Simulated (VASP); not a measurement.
Write the native input for VASP 6.6.1 that does the following.

```
Task                   : relaxation of cell and atoms
Functional             : PBE
Potentials or basis    : VASP PAW PBE potentials, release 64 (Cu, Pt)
Cutoff                 : 590 eV
k mesh                 : 4 × 4 × 4
Occupations            : gaussian, width 0.1 eV
Spin                   : no spin polarisation
Dipole correction      : no
Second try             : timeout
Further INCAR settings : ALGO = Normal; EDIFF = 1e-07; IBRION = 2; EDIFFG = -0.04; NSW = 90; ISIF = 3
```

The structure of Cu5Pt2 lies in POSCAR:

```
Cu5Pt2
1.0
    0.0000000000      3.7331943500      3.7331943500
    3.7331943500      0.0000000000      3.7331943500
    3.7331943500      3.7331943500      0.0000000000
Cu Pt
5 2
Direct
    0.4130776000      0.4130776000      0.4130776000
    0.4130776000      0.4130776000      0.7607672000
    0.4130776000      0.7607672000      0.4130776000
    0.7607672000      0.4130776000      0.4130776000
    0.0000000000      0.0000000000      0.0000000000
    0.7500000000      0.7500000000      0.7500000000
    0.2500000000      0.2500000000      0.2500000000
```

The cell was generated, and may not be a known phase.

One way to write it, as run:

INCAR

```
SYSTEM = Cu5Pt2
ALGO     = Normal         ! electronic algorithm
EDIFF    = 1E-7           ! SCF threshold, eV
EDIFFG   = -0.04          ! ionic threshold
ENCUT    = 590            ! plane-wave cutoff, eV
GGA      = PE             ! functional
GGA_COMPAT= .FALSE.      
IBRION   = 2              ! ionic algorithm
ISIF     = 3              ! what is computed and relaxed
ISMEAR   = 0              ! smearing method
KPAR     = 8            
LASPH    = .TRUE.         ! aspherical terms in the spheres
LCHARG   = .FALSE.        ! write CHGCAR
LREAL    = .FALSE.        ! projectors in reciprocal space
LWAVE    = .FALSE.        ! write WAVECAR
NELM     = 120            ! most SCF steps
NELMIN   = 4            
NSW      = 90             ! ionic steps
PREC     = Accurate       ! precision mode
SIGMA    = 0.1            ! smearing width, eV
```

KPOINTS

```
k-points
0
G
  4 4 4
  0 0 0
```

Potentials or basis: VASP PAW PBE potentials, release 64 (Cu, Pt).

Run with:

```console
$ cat potpaw_PBE.64/Cu/POTCAR potpaw_PBE.64/Pt/POTCAR > POTCAR
$ mpirun -np 8 vasp_std > vasp.out
```

Results of the run:

```json
{
  "Relaxed volume": "21.24 Å³/atom",
  "Relaxed cell": "a = 5.947 Å, b = 5.947 Å, c = 5.947 Å, α = 60.00°, β = 60.00°, γ = 60.00°",
  "Space group after relaxing (to 0.1 Å)": "F-43m (No. 216)",
  "Pressure after relaxing": "0.1 GPa",
  "Band gap on the k mesh": "zero (an odd number of electrons rules out a gap without spin polarisation)"
}
```

Caveat: the k points lie up to 0.32 Å⁻¹ apart in the final cell, too coarse for converged energies and pressures of a metal; the volume moved by over 15 % at a fixed basis, so the end points are rough; spin-orbit coupling is left out, which moves the levels of the heavy elements.

It took 5.9 min on 8 MPI ranks on Intel(R) Xeon(R) Platinum 8375C CPU @ 2.90GHz (Ice Lake), on a shared host, peak memory 0.34 GiB a rank.
